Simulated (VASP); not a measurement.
# Co (P6_3/mmc) in VASP: a series of runs

Co is run at these levels: PBE; tasks: single point.

Program: VASP 6.6.1. These are calculated values, not measurements. Logs are shortened: lines on timing, memory, paths and dates and some standing lists are left out, and cuts for length are marked.

## Step 1: The cell of the first run

The structure is hexagonal, space group P6_3/mmc (No. 194). Conventional cell: a = 2.493 Å, b = 2.493 Å, c = 4.031 Å, α = 90.00°, β = 90.00°, γ = 120.00°. Within 3.3 Å of Co (site symmetry -6m2) lie 12 Co at 2.48 to 2.49 Å.

## Step 2: Single point, PBE

File INCAR:

```
PREC = Accurate
ENCUT = 520
EDIFF = 1E-6
ISMEAR = 0
SIGMA = 0.05
LREAL = F
LASPH = T
NELM = 100
ALGO = Normal
ISIF = 2
LWAVE = F
LCHARG = F
GGA = PE
NBANDS = 16
```

File KPOINTS:

```
Automatic mesh
0
Gamma
  20 20 10
```

File POSCAR:

```
Co
1.0
    2.4933817706      0.0000000000      0.0000000000
   -1.2466908853      2.1593319547      0.0000000000
    0.0000000000      0.0000000000      4.0310557688
Co
2
Direct
    0.3333333333      0.6666666667      0.7500000000
    0.6666666667      0.3333333333      0.2500000000
```

Potentials or basis: VASP PAW PBE potentials, release 64 (Co).

Run with:

```
cat potpaw_PBE.64/Co/POTCAR > POTCAR
mpirun -np 1 vasp_std > vasp.out
```

OUTCAR:

```text
PREC = Accurate
   ENCUT = 520
   EDIFF = 1E-6
   ISMEAR = 0
   LREAL = F
   LASPH = T
   NELM = 100
   ISIF = 2
   GGA = PE

 ion  position               nearest neighbor table
   1  0.333  0.667  0.750-   2 2.48   2 2.48   2 2.48   2 2.48   2 2.48   2 2.48
   2  0.667  0.333  0.250-   1 2.48   1 2.48   1 2.48   1 2.48   1 2.48   1 2.48

  LATTYP: Found a hexagonal cell.
 ALAT       =     2.4933817706
 C/A-ratio  =     1.6167021899

  Lattice vectors:

 A1 = (   2.4933817706,   0.0000000000,   0.0000000000)
 A2 = (  -1.2466908853,   2.1593319547,   0.0000000000)
 A3 = (   0.0000000000,   0.0000000000,   4.0310557688)

Analysis of symmetry for initial positions (statically):
=====================================================================
 Subroutine PRICEL returns:
 Original cell was already a primitive cell.

 Routine SETGRP: Setting up the symmetry group for a
 hexagonal supercell.

 Subroutine GETGRP returns: Found 24 space group operations
 (whereof 12 operations were pure point group operations)
 out of a pool of 24 trial point group operations.

The static configuration has the point symmetry D_3d.
 The point group associated with its full space group is D_6h.

Analysis of symmetry for dynamics (positions and initial velocities):
=====================================================================
 Subroutine PRICEL returns:
 Original cell was already a primitive cell.

 Routine SETGRP: Setting up the symmetry group for a
 hexagonal supercell.

 Subroutine GETGRP returns: Found 24 space group operations
 (whereof 12 operations were pure point group operations)
 out of a pool of 24 trial point group operations.

The dynamic configuration has the point symmetry D_3d.
 The point group associated with its full space group is D_6h.

 Subroutine INISYM returns: Found 24 space group operations
 (whereof 12 operations are pure point group operations),
 and found     1 'primitive' translations

----------------------------------------------------------------------------------------

                                     Primitive cell

  volume of cell :      21.7034

  direct lattice vectors                    reciprocal lattice vectors
     2.493381771  0.000000000  0.000000000     0.401061727  0.231553096  0.000000000
    -1.246690885  2.159331955  0.000000000     0.000000000  0.463106193  0.000000000
     0.000000000  0.000000000  4.031055769     0.000000000  0.000000000  0.248073968

  length of vectors
     2.493381771  2.493381771  4.031055769     0.463106193  0.463106193  0.248073968

  position of ions in fractional coordinates (direct lattice)
     0.333333333  0.666666667  0.750000000
     0.666666667  0.333333333  0.250000000

  ion indices of the primitive-cell ions
   primitive index   ion index
                 1           1
                 2           2

----------------------------------------------------------------------------------------

 KPOINTS: Automatic mesh

Automatic generation of k-mesh.
 Grid dimensions read from file:
 generate k-points for:   20   20   10

 Generating k-lattice:

  Cartesian coordinates                     Fractional coordinates (reciprocal lattice)
     0.020053086  0.011577655  0.000000000     0.050000000  0.000000000  0.000000000
     0.000000000  0.023155310  0.000000000     0.000000000  0.050000000  0.000000000
     0.000000000  0.000000000  0.024807397     0.000000000  0.000000000  0.100000000

  Length of vectors
     0.023155310  0.023155310  0.024807397

  Shift w.r.t. Gamma in fractional coordinates (k-lattice)
     0.000000000  0.000000000  0.000000000

 Subroutine IBZKPT returns following result:
 ===========================================

 Found    264 irreducible k-points:

 Following reciprocal coordinates:
            Coordinates               Weight
  0.000000  0.000000  0.000000      1.000000
  0.050000  0.000000  0.000000      6.000000
  0.100000  0.000000  0.000000      6.000000
  0.150000  0.000000  0.000000      6.000000
  0.200000  0.000000  0.000000      6.000000
  0.250000  0.000000  0.000000      6.000000
[... 16 lines left out ...]
  0.200000  0.100000  0.000000     12.000000
  0.250000  0.100000  0.000000     12.000000
 [... further k-points ...]
   k-points           NKPTS =    264   k-points in BZ     NKDIM =    264   number of bands    NBANDS=     16
   number of dos      NEDOS =    301   number of ions     NIONS =      2
   total plane-waves  NPLWV =  12000
   dimension x,y,z NGX =    20 NGY =   20 NGZ =   30
   dimension x,y,z NGXF=    40 NGYF=   40 NGZF=   60
   ions per type =               2
   NGX,Y,Z   is equivalent  to a cutoff of  13.33, 13.33, 12.37 a.u.
   NGXF,Y,Z  is equivalent  to a cutoff of  26.67, 26.67, 24.74 a.u.
 SYSTEM =  unknown system
   PREC   = accura    normal or accurate (medium, high low for compatibility)
   ISTART =      0    job   : 0-new  1-cont  2-samecut
   ICHARG =      2    charge: 1-file 2-atom 10-const
   ISPIN  =      1    spin polarized calculation?
   LNONCOLLINEAR =      F non collinear calculations
   LSORBIT =      F    spin-orbit coupling
   LASPH  =      T    aspherical Exc in radial PAW
   ENCUT  =  520.0 eV  38.22 Ry    6.18 a.u.   4.64  4.64  7.50*2*pi/ulx,y,z
   NELM   =    100;   NELMIN=  2; NELMDL= -5     # of ELM steps
   EDIFF  = 0.1E-05   stopping-criterion for ELM
   LREAL  =      F    real-space projection
   EDIFFG = 0.1E-04   stopping-criterion for IOM
   NSW    =      0    number of steps for IOM
   IBRION =     -1    ionic relax: 0-MD 1-quasi-New 2-CG
   NFREE  =      0    steps in history (QN), initial steepest desc. (CG)
   ISIF   =      2    stress and relaxation
   ISYM   =      2    0-nonsym 1-usesym 2-fastsym
   POTIM  = 0.5000    time-step for ionic-motion
   TEBEG  =    0.0;   TEEND  =   0.0 temperature during run
   PSTRESS=    0.0 pullay stress
   NELECT =      18.0000    total number of electrons
   NUPDOWN=      -1.0000    fix difference up-down
   EMIN   =  10.00;   EMAX   =-10.00  energy-range for DOS
   EFERMI =   0.00;   METHOD = LEGACY
   ISMEAR =     0;   SIGMA  =   0.05  broadening in eV -4-tet -1-fermi 0-gaus
   EFERMI_NEDOS =   21; number of points for ismear=-14 and -15
   IALGO  =     38    algorithm
   IMIX   =      4    mixing-type and parameters
     AMIX     =   0.40;   BMIX     =  1.00
     AMIX_MAG =   1.60;   BMIX_MAG =  1.00
  volume/ion in A,a.u.               =      10.85        73.23
  Fermi-wavevector in a.u.,A,eV,Ry     =   1.538119  2.906624 32.188809  2.365811
  Thomas-Fermi vector in A             =   2.644532
   LORBIT       =      0    0 simple, 1 ext, 2 COOP (PROOUT), +10 PAW based schemes
   GGA     = PE    functional components
   LHFCALC =     F    Hartree Fock is set to
   AEXX    =    0.0000 exact exchange contribution
   IVDW    =     0    specifies the selected vdW correction
   LEPSILON=     F    determine dielectric tensor
   LRPA    =     F    only Hartree local field effects (RPA)
 non-spin polarized calculation
 Gauss-broadening in eV      SIGMA  =   0.05
  energy-cutoff  :      520.00
  volume of cell :       21.70
 maximum number of plane-waves:       597
 NGX is ok and might be reduce to    20
   NGX =  9   NGY =  9   NGZ = 15

 number of electron      17.9999997 magnetization

 Free energy of the ion-electron system (eV)
  ---------------------------------------------------
  ext. energy  EPLUGINS =         0.00000000
  ---------------------------------------------------
  free energy    TOTEN  =       -13.59783846 eV

  energy without entropy =      -13.59103208  energy(sigma->0) =      -13.59443527

 E-fermi :  10.1619     XC(G=0): -13.4197

 val. band max:       10.1610067143   @ k =   0.3000   0.0500   0.5000
 cond. band min:      10.1626460706   @ k =   0.3500   0.3000   0.1000
 fundamental gap:      0.0016393562
 Fermi energy:        10.1618772841

 k-point     1 :       0.0000    0.0000    0.0000
  band No.  band energies     occupation
      1       1.3332      2.00000
      2       5.5517      2.00000
      3       8.3538      2.00000
      4       8.4003      2.00000
      5       8.4003      2.00000
      6       8.7348      2.00000
[... 8 lines left out ...]
     15      34.9264      0.00000
     16      34.9271      0.00000

 k-point     2 :       0.0500    0.0000    0.0000
  band No.  band energies     occupation
      1       1.4213      2.00000
      2       5.6084      2.00000
      3       8.2410      2.00000
      4       8.4432      2.00000
      5       8.4989      2.00000
      6       8.7117      2.00000
[... 8 lines left out ...]
     15      33.3817      0.00000
     16      33.8027      0.00000

 k-point     3 :       0.1000    0.0000    0.0000
  band No.  band energies     occupation
      1       1.6826      2.00000
      2       5.7698      2.00000
      3       8.0805      2.00000
      4       8.5691      2.00000
      5       8.5922      2.00000
      6       8.6809      2.00000
[... 8 lines left out ...]
     15      32.2954      0.00000
     16      32.4839      0.00000

 k-point     4 :       0.1500    0.0000    0.0000
  band No.  band energies     occupation
      1       2.1078      2.00000
      2       6.0066      2.00000
      3       7.8976      2.00000
      4       8.1641      2.00000
      5       8.5204      2.00000
      6       8.7703      2.00000
[... 8 lines left out ...]
     15      30.8518      0.00000
     16      31.9465      0.00000
[... 324 lines left out ...]
 k-point    22 :       0.1500    0.1000    0.0000
  band No.  band energies     occupation
      1       2.9198      2.00000
      2       6.3849      2.00000
      3       7.5558      2.00000
      4       7.5933      2.00000
      5       8.4319      2.00000
      6       8.5421      2.00000
[... 8 lines left out ...]
     15      26.6690      0.00000
     16      32.2789      0.00000

 k-point    23 :       0.2000    0.1000    0.0000
  band No.  band energies     occupation
      1       3.5957      2.00000
      2       6.5683      2.00000
      3       7.2027      2.00000
      4       7.4488      2.00000
      5       8.3917      2.00000
      6       8.4074      2.00000
[... 8 lines left out ...]
     15      25.6982      0.00000
     16      30.4290      0.00000

 k-point    24 :       0.2500    0.1000    0.0000
  band No.  band energies     occupation
      1       4.3336      2.00000
      2       6.5980      2.00000
      3       6.9090      2.00000
      4       7.4123      2.00000
      5       8.2983      2.00000
      6       8.4297      2.00000
[... 8 lines left out ...]
     15      24.8466      0.00000
     16      28.6245      0.00000

 [... further k-points ...]
[... 5 lines left out ...]
  --------------------------------------------------------------------------------------
  -------------------------------------------------------------------------------------
  Total       -1.5503792     -1.5503792     -1.6931471      0.0000000      0.0000000      0.0000000
  in kB     -114.4515066   -114.4515066   -124.9908655      0.0000000      0.0000000      0.0000000
  external PRESSURE =    -117.9646262 kB  Pullay stress =       0.0000000 kB

 VOLUME and BASIS-vectors are now :
 -----------------------------------------------------------------------------
  energy-cutoff  :      520.00
  volume of cell :       21.70
      direct lattice vectors                 reciprocal lattice vectors
     2.493381771  0.000000000  0.000000000     0.401061727  0.231553096  0.000000000
    -1.246690885  2.159331955  0.000000000     0.000000000  0.463106193  0.000000000
     0.000000000  0.000000000  4.031055769     0.000000000  0.000000000  0.248073968

 POSITION                                       TOTAL-FORCE (eV/Angst)
 -----------------------------------------------------------------------------------
     -0.00000      1.43955      3.02329        -0.000000      0.000000      0.000000
      1.24669      0.71978      1.00776         0.000000     -0.000000      0.000000
 -----------------------------------------------------------------------------------
    total drift:                               -0.000000      0.000000     -0.000000

  FREE ENERGIE OF THE ION-ELECTRON SYSTEM (eV)
  ---------------------------------------------------
  free  energy   TOTEN  =       -13.5978384624 eV

  energy  without entropy=      -13.5910320792  energy(sigma->0) =      -13.59443527
```

Run time: 54 s. Hardware: 1 thread of AMD EPYC 9R45 (Zen 5), shared host; peak memory 0.16 GiB.

What came out:

| Quantity | Value |
| --- | --- |
| Free energy | -13.5978 eV |
| Pressure | -11.8 GPa |
| Band gap on the k mesh | zero (band 9 reaches 10.48 eV, above the bottom of band 10 at 9.06 eV) |

Caveat: the run has no spin polarisation, though such a crystal can be magnetic. Spin polarisation is off, so any magnetic state and its effect on volume and gap are missing.

[end of part 1 of 2]
